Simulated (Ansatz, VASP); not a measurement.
# Two plane-wave programs on ZrC

File INCAR:

```
PREC = Accurate
ENCUT = 520
EDIFF = 1E-6
ISMEAR = 0
SIGMA = 0.1
LREAL = False
LASPH = True
NELM = 150
ALGO = Normal
ISIF = 2
LWAVE = False
LCHARG = True
ISPIN = 2
MAGMOM = 1 0
LORBIT = 11
LMAXMIX = 4
GGA = PE
LELF = True
LVHAR = True
NBANDS = 19
```

KPOINTS

```
regular mesh
0
Gamma
  6 6 6
```

Contents of POSCAR:

```
ZrC
1.0
    0.0000000000      2.3543208051      2.3543208051
    2.3543208051      0.0000000000      2.3543208051
    2.3543208051      2.3543208051      0.0000000000
Zr C
1 1
Direct
    0.5000000000      0.5000000000      0.5000000000
    0.0000000000      0.0000000000      0.0000000000
```

Input for Ansatz:

```yaml
crystal:
  lattice:
    - [0.0, 2.3543208051, 2.3543208051]
    - [2.3543208051, 0.0, 2.3543208051]
    - [2.3543208051, 2.3543208051, 0.0]
  atoms:
    - { symbol: Zr, position: [0.5, 0.5, 0.5], spin: 1.0 }
    - { symbol: C, position: [0.0, 0.0, 0.0] }
basis:
  ecutwfc: 420
kpoints:
  mp_grid: { grid: [6, 6, 6] }
hamiltonian:
  xc: pbe
scf:
  occupations: { method: gaussian, width: 0.1 }
  lower_state_search: "off"
output:
  forces: true
  stress: true
  eigenvalues: true
  populations: true
magnetization:
  spin_polarized: true
```

Alike in both runs: task single point; functional PBE; k mesh 6 × 6 × 6; occupations gaussian, width 0.1 eV; collinear spin.

|  | VASP | Ansatz |
| --- | --- | --- |
| version | VASP 6.6.1 | Ansatz 0.2.0 |
| potentials or method | VASP PAW PBE potentials, release 64 (Zr_sv, C), cutoff 520 eV | scalar-relativistic, plane waves, PAW |
| valence electrons in the cell | 16 | 16 |

Ansatz gave:

```
gap on the k mesh at the Fermi level (eV) : none
pressure (GPa)                            : 0.1
net moment per atom (μB)                  : 0.00
```

What did VASP give for the same quantities?

gap on the k mesh at the Fermi level (eV): none; pressure (GPa): 0.3; net moment per atom (μB): 0.00.

A gap of «none» marks a metal or a gap that the smearing closes. Ansatz's warnings: filled band counts differ across k points, seeded moment not kept.

The k mesh is coarse, so the values compare programs but aren't converged.
